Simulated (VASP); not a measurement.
SnTe: single point with RPBE

Crystal: SnTe.

```xyz
2
Lattice="0.0000 3.6111 3.6111 3.6111 0.0000 3.6111 3.6111 3.6111 0.0000" Properties=species:S:1:pos:R:3 pbc="T T T"
Sn    0.0000    0.0000    0.0000
Te    5.4167    5.4167    5.4167
```

```
Program             : VASP 6.6.1
Task                : single point
Functional          : RPBE
Potentials or basis : VASP PAW PBE potentials, release 64 (Sn_d, Te)
Cutoff              : 500 eV
k mesh              : 4 × 4 × 4
Occupations         : gaussian, width 0.1 eV
Spin                : no spin polarisation
```

```
Pressure               : 0.8 GPa
Band gap on the k mesh : 0.19 eV, indirect (least direct gap 0.86 eV)
```

Levels at points of the mesh, in eV from the valence-band top:
```
           k point  band 7  band 8  band 9  band 10  band 11  band 12  band 13  band 14
(0.00, 0.00, 0.00)   -5.16   -1.98   -1.98    -1.98     1.00     1.00     1.00     4.38
(0.50, 0.00, 0.00)   -7.00   -2.51   -2.51    -2.02     1.81     1.81     3.43     5.90
(0.50, 0.50, 0.00)   -7.37   -3.15   -3.15    -0.67     0.19     3.87     3.87     5.55
```

Wall time 32 s on 1 thread of Intel Xeon 8259CL, on a shared host, peak memory 0.24 GiB.

Caveat: the PAW data sets were made with another functional, which shifts forces and pressure a little; spin-orbit coupling is left out, which moves the levels of the heavy elements. A k mesh can miss the band edges.
